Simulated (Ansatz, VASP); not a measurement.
SiI2: VASP beside Ansatz

```
I Si
1.0
     0.00000    0.00000    6.78138
     5.82928   -3.39802    3.39069
     5.82928    3.39802   -3.39069
I Si
4 2
Direct
  0.20880 0.90940 0.32700
  0.79120 0.09060 0.67300
  0.29120 0.32700 0.90940
  0.70880 0.67300 0.09060
  0.25000 0.00000 0.00000
  0.75000 0.00000 0.00000
```

Alike in both runs: task single point; functional LDA; k mesh 5 × 5 × 5; occupations methfessel-paxton of order 1, width 0.2449 eV; no spin polarisation.

```csv
,VASP,Ansatz
version,VASP 6.6.1,Ansatz 0.2.0
potentials or method,"VASP PAW LDA potentials, release 64 (I, Si), cutoff 520 eV",PAW plane waves
valence electrons in the cell,36,76
```

```tsv
	VASP	Ansatz	Ansatz less VASP
pressure (GPa)	4.3	4.3	-0.01
traceless stress, the component that is largest in VASP (GPa)	2.11	2.13	+0.015
rms of the force components (eV/Å)	0.810	0.804	-0.0060
```

LDA's correlation is that of Perdew and Zunger in VASP and of Perdew and Wang (1992) in Ansatz. Atom by atom the forces differ by 0.006 eV/Å (rms over components). VASP's potentials hold 36 valence electrons a cell and Ansatz's 76, so a difference there can come from the potentials and not from the codes.

Spin-orbit coupling is off throughout.
